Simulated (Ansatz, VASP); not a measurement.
**ZrS2 in VASP and in Ansatz**

```
CELL_PARAMETERS angstrom
3.67440 0.00000 0.00000
-1.83720 3.18212 0.00000
0.00000 0.00000 5.68115
ATOMIC_POSITIONS crystal
Zr 0.00000 0.00000 0.00000
S 0.33333 0.66667 0.25273
S 0.66667 0.33333 0.74727
```

Change from the starting cell: uniaxial_z strain -3.0%.

Alike in both runs: task single point; functional HSE06; k mesh 6 × 6 × 4; no spin polarisation.

|  | VASP | Ansatz |
| --- | --- | --- |
| version | VASP 6.6.1 | Ansatz 0.2.0 |
| potentials or method | VASP PAW PBE potentials, release 64 (Zr_sv, S) | plane waves, PAW |
| plane-wave cutoff (eV) | 400 | 420 |
| occupations | gaussian, width 0.01 eV | fixed |
| valence electrons in the cell | 24 | 24 |

```tsv
	VASP	Ansatz	Ansatz less VASP
gap on the k mesh at the Fermi level (eV)	1.50	1.50	+0.001
pressure (GPa)	0.6	0.8	+0.12
traceless stress, the component that is largest in VASP (GPa)	1.13	1.09	-0.044
rms of the force components (eV/Å)	0.086	0.087	+0.0016
```

Atom by atom the forces differ by 0.002 eV/Å (rms over components). Ansatz's warnings: stress exchange threshold loose, stress scf threshold loose.
